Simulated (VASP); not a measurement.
# WS2 in VASP: single point with PBEsol

Aim: the single point of WS2 with PBEsol.

Everything below comes from runs of VASP 6.6.1. Logs are shortened: lines on timing, memory, paths and dates and some standing lists are left out, and cuts for length are marked.

### Step 1. The cell of the first run

The cell holds a slab with vacuum, 3 atoms: a = 3.184 Å, b = 3.184 Å, c = 16.951 Å, α = 90.00°, β = 90.00°, γ = 120.00°.

### Step 2. Single point, PBEsol

File INCAR:

```
SYSTEM = WS2
PREC = Accurate
ENCUT = 500
EDIFF = 1E-6
ISMEAR = 0
SIGMA = 0.1
LREAL = .False.
LASPH = .True.
NELM = 120
ALGO = Normal
ISIF = 2
LWAVE = .False.
LCHARG = .False.
GGA = PS
NBANDS = 20
GGA_COMPAT = .False.
```

File KPOINTS:

```
regular mesh
0
Gamma
  6 6 1
  0 0 0
```

File POSCAR:

```
WS2
1.0
    3.1835163552      0.0000000000      0.0000000000
   -1.5917581776      2.7570060369      0.0000000000
    0.0000000000      0.0000000000     16.9505778900
W S
1 2
Direct
    0.3333333300      0.6666666700      0.0000000000
    0.6666666700      0.3333333300      0.9079994900
    0.6666666700      0.3333333300      0.0920005100
```

Potentials or basis: VASP PAW PBE potentials, release 64 (W_sv, S).

Launch:

```
> cat potpaw_PBE.64/W_sv/POTCAR potpaw_PBE.64/S/POTCAR > POTCAR
> mpirun -np 1 vasp_std > vasp.out
```

OUTCAR:

```text
SYSTEM = WS2
   PREC = Accurate
   ENCUT = 500
   EDIFF = 1E-6
   ISMEAR = 0
   LREAL = .False.
   LASPH = .True.
   NELM = 120
   ISIF = 2
   GGA = PS

 ion  position               nearest neighbor table
   1  0.333  0.667  0.000-   2 2.41   3 2.41   2 2.41   3 2.41   2 2.41   3 2.41
   2  0.667  0.333  0.908-   1 2.41   1 2.41   1 2.41
   3  0.667  0.333  0.092-   1 2.41   1 2.41   1 2.41

  LATTYP: Found a hexagonal cell.
 ALAT       =     3.1835163552
 C/A-ratio  =     5.3244827413

  Lattice vectors:

 A1 = (   3.1835163552,   0.0000000000,   0.0000000000)
 A2 = (  -1.5917581776,   2.7570060369,   0.0000000000)
 A3 = (   0.0000000000,   0.0000000000,  16.9505778900)

Analysis of symmetry for initial positions (statically):
=====================================================================
 Subroutine PRICEL returns:
 Original cell was already a primitive cell.

 Routine SETGRP: Setting up the symmetry group for a
 hexagonal supercell.

 Subroutine GETGRP returns: Found 12 space group operations
 (whereof 12 operations were pure point group operations)
 out of a pool of 24 trial point group operations.

The static configuration has the point symmetry D_3h.

Analysis of symmetry for dynamics (positions and initial velocities):
=====================================================================
 Subroutine PRICEL returns:
 Original cell was already a primitive cell.

 Routine SETGRP: Setting up the symmetry group for a
 hexagonal supercell.

 Subroutine GETGRP returns: Found 12 space group operations
 (whereof 12 operations were pure point group operations)
 out of a pool of 24 trial point group operations.

The dynamic configuration has the point symmetry D_3h.

 Subroutine INISYM returns: Found 12 space group operations
 (whereof 12 operations are pure point group operations),
 and found     1 'primitive' translations

----------------------------------------------------------------------------------------

                                     Primitive cell

  volume of cell :     148.7748

  direct lattice vectors                    reciprocal lattice vectors
     3.183516355  0.000000000  0.000000000     0.314118066  0.181356150  0.000000000
    -1.591758178  2.757006037  0.000000000     0.000000000  0.362712300  0.000000000
     0.000000000  0.000000000 16.950577890     0.000000000  0.000000000  0.058995039

  length of vectors
[... 64 lines left out ...]
   ENCUT  =  500.0 eV  36.75 Ry    6.06 a.u.   5.80  5.80 30.90*2*pi/ulx,y,z
   NELM   =    120;   NELMIN=  2; NELMDL= -5     # of ELM steps
   EDIFF  = 0.1E-05   stopping-criterion for ELM
   LREAL  =      F    real-space projection
   EDIFFG = 0.1E-04   stopping-criterion for IOM
   NSW    =      0    number of steps for IOM
   IBRION =     -1    ionic relax: 0-MD 1-quasi-New 2-CG
   NFREE  =      0    steps in history (QN), initial steepest desc. (CG)
   ISIF   =      2    stress and relaxation
   ISYM   =      2    0-nonsym 1-usesym 2-fastsym
   POTIM  = 0.5000    time-step for ionic-motion
   TEBEG  =    0.0;   TEEND  =   0.0 temperature during run
   PSTRESS=    0.0 pullay stress
   NELECT =      26.0000    total number of electrons
   NUPDOWN=      -1.0000    fix difference up-down
   EMIN   =  10.00;   EMAX   =-10.00  energy-range for DOS
   EFERMI =   0.00;   METHOD = LEGACY
   ISMEAR =     0;   SIGMA  =   0.10  broadening in eV -4-tet -1-fermi 0-gaus
   EFERMI_NEDOS =   21; number of points for ismear=-14 and -15
   IALGO  =     38    algorithm
   IMIX   =      4    mixing-type and parameters
     AMIX     =   0.40;   BMIX     =  1.00
     AMIX_MAG =   1.60;   BMIX_MAG =  1.00
  volume/ion in A,a.u.               =      49.59       334.66
  Fermi-wavevector in a.u.,A,eV,Ry     =   0.915285  1.729637 11.398226  0.837746
  Thomas-Fermi vector in A             =   2.040009
   LORBIT       =      0    0 simple, 1 ext, 2 COOP (PROOUT), +10 PAW based schemes
   GGA     = PS    functional components
   LHFCALC =     F    Hartree Fock is set to
   AEXX    =    0.0000 exact exchange contribution
   IVDW    =     0    specifies the selected vdW correction
   LEPSILON=     F    determine dielectric tensor
   LRPA    =     F    only Hartree local field effects (RPA)
 non-spin polarized calculation
 Gauss-broadening in eV      SIGMA  =   0.10
  energy-cutoff  :      500.00
  volume of cell :      148.77
 maximum number of plane-waves:      3785
 NGX is ok and might be reduce to    24
   NGX = 11   NGY = 11   NGZ = 61

 number of electron      25.9999999 magnetization

 Free energy of the ion-electron system (eV)
  ---------------------------------------------------
  ext. energy  EPLUGINS =         0.00000000
  ---------------------------------------------------
  free energy    TOTEN  =       -25.23222445 eV

  energy without entropy =      -25.23222445  energy(sigma->0) =      -25.23222445

 E-fermi :  -0.8151     XC(G=0):  -4.5506

 val. band max:       -1.2782755050   @ k =   0.3333   0.3333   0.0000
 cond. band min:       0.5074095797   @ k =   0.3333   0.3333   0.0000
 fundamental gap:      1.7856850847
 Fermi energy:        -0.8151207464

 k-point     1 :       0.0000    0.0000    0.0000
  band No.  band energies     occupation
      1     -75.2300      2.00000
      2     -39.4787      2.00000
      3     -39.3219      2.00000
      4     -39.3219      2.00000
      5     -16.0307      2.00000
      6     -14.3471      2.00000
[... 150 lines left out ...]
     19       5.8031      0.00000
     20       8.0780      0.00000

------------------------ aborting loop because EDIFF is reached ----------------------------------------

  FORCE on cell =-STRESS in cart. coord.  units (eV):
  Direction    XX          YY          ZZ          XY          YZ          ZX
  --------------------------------------------------------------------------------------
  -------------------------------------------------------------------------------------
  Total       -1.2717516     -1.2717516     -0.3398880      0.0000000      0.0000000      0.0000000
  in kB      -13.6956783    -13.6956783     -3.6603040      0.0000000      0.0000000      0.0000000
  external PRESSURE =     -10.3505536 kB  Pullay stress =       0.0000000 kB

 VOLUME and BASIS-vectors are now :
 -----------------------------------------------------------------------------
  energy-cutoff  :      500.00
  volume of cell :      148.77
      direct lattice vectors                 reciprocal lattice vectors
     3.183516355  0.000000000  0.000000000     0.314118066  0.181356150  0.000000000
    -1.591758178  2.757006037  0.000000000     0.000000000  0.362712300  0.000000000
     0.000000000  0.000000000 16.950577890     0.000000000  0.000000000  0.058995039

 POSITION                                       TOTAL-FORCE (eV/Angst)
 -----------------------------------------------------------------------------------
     -0.00000      1.83800      0.00000        -0.000000      0.000000     -0.000000
      1.59176      0.91900     15.39112         0.000000     -0.000000      0.098830
      1.59176      0.91900      1.55946         0.000000     -0.000000     -0.098830
 -----------------------------------------------------------------------------------
    total drift:                                0.000002     -0.000001     -0.000000

  FREE ENERGIE OF THE ION-ELECTRON SYSTEM (eV)
  ---------------------------------------------------
  free  energy   TOTEN  =       -25.2322244462 eV

  energy  without entropy=      -25.2322244462  energy(sigma->0) =      -25.23222445
```

OSZICAR:

```text
N       E                     dE             d eps       ncg     rms          rms(c)
DAV:   1     0.170000169565E+03    0.17000E+03   -0.13902E+04   336   0.106E+03
DAV:   2    -0.149094027101E+02   -0.18491E+03   -0.18119E+03   384   0.249E+02
DAV:   3    -0.263546141214E+02   -0.11445E+02   -0.11385E+02   360   0.631E+01
[... 14 lines left out ...]
DAV:  18    -0.252322035947E+02   -0.36658E-04   -0.20004E-06   280   0.554E-03    0.325E-03
DAV:  19    -0.252322189922E+02   -0.15398E-04   -0.88800E-07   304   0.306E-03    0.272E-03
DAV:  20    -0.252322231002E+02   -0.41080E-05   -0.19846E-07   280   0.155E-03    0.190E-03
DAV:  21    -0.252322242233E+02   -0.11231E-05   -0.52019E-08   216   0.903E-04    0.543E-04
DAV:  22    -0.252322244462E+02   -0.22294E-06   -0.95994E-09   208   0.400E-04
   1 F= -.25232224E+02 E0= -.25232224E+02  d E =-.218606E-11
```

stdout:

```text
POSCAR found type information on POSCAR W S
 POSCAR found :  2 types and       3 ions
 scaLAPACK will be used
 -----------------------------------------------------------------------------
|                                                                             |
|                                                                             |
|     You enforced a specific xc type in the INCAR file but a different       |
|     I HOPE YOU KNOW WHAT YOU ARE DOING!                                     |
|                                                                             |
 -----------------------------------------------------------------------------

 LDA part: xc-table for (Slater+PW92), standard interpolation
 POSCAR, INCAR and KPOINTS ok, starting setup
 FFT: planning ... GRIDC
 FFT: planning ... GRID_SOFT
 FFT: planning ... GRID
 WAVECAR not read
 entering main loop
```

Wall time 39 s (1 thread of Intel Xeon Platinum 8488C (Sapphire Rapids), shared host); peak memory 0.24 GiB.

Results:

* Free energy: -25.2322 eV
* Largest force: 0.099 eV/Å
* Band gap on the k mesh: 1.79 eV, direct

Forces in eV/Å, atoms in the order of the input:
```
W    0.000  0.000  0.000
S    0.000  0.000  0.099
S    0.000  0.000 -0.099
```

Caveat: the PAW data sets were made with another functional, which shifts forces and pressure a little; spin-orbit coupling is left out, which moves the levels of the heavy elements.
